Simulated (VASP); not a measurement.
A run of VASP 6.6.1 is set up as follows.

Contents of INCAR:

```
SYSTEM = C
PREC     = Accurate       ! precision mode
ENCUT    = 520            ! plane-wave cutoff, eV
EDIFF    = 1E-6           ! SCF threshold, eV
ISMEAR   = 0              ! smearing method
SIGMA    = 0.03           ! smearing width, eV
LREAL    = .FALSE.        ! projectors in reciprocal space
LASPH    = .TRUE.         ! aspherical terms in the spheres
NELM     = 100            ! most SCF steps
ALGO     = Normal         ! electronic algorithm
ISIF     = 2              ! what is computed and relaxed
LWAVE    = .FALSE.        ! write WAVECAR
LCHARG   = .TRUE.         ! write CHGCAR
GGA      = PE             ! functional
IVDW     = 12             ! dispersion correction
LELF     = .TRUE.         ! ELF
LVHAR    = .TRUE.       
NBANDS   = 11             ! bands
```

Contents of KPOINTS:

```
regular mesh
0
G
  18 18 18
  0 0 0
```

File POSCAR:

```
C
1.0
    0.0000000000      2.2287036709      3.3908323941
    1.2302239540      0.0000000000      3.3908323941
    1.2302239540      2.2287036709      0.0000000000
C
2
Direct
    0.1666966007      0.8333033993      0.1666966007
    0.8333033993      0.1666966007      0.8333033993
```

Potentials or basis: VASP PAW PBE potentials, release 64 (C).

Launch:

```bash
$ cat potpaw_PBE.64/C/POTCAR > POTCAR
$ mpirun -np 1 vasp_std > vasp.out
```

Task: Estimate the dispersion energy per atom.

Result: -0.152 eV.

Task: What does it give for the largest force?

Result: 0.242 eV/Å.

Task: Predict the pressure.

Result: -15.2 GPa.

Stress tensor (GPa, compression positive):
```
 -4.39   0.00   0.00
  0.00 -41.40   0.00
  0.00   0.00   0.30
```

Caveat: the cell stands under tension.
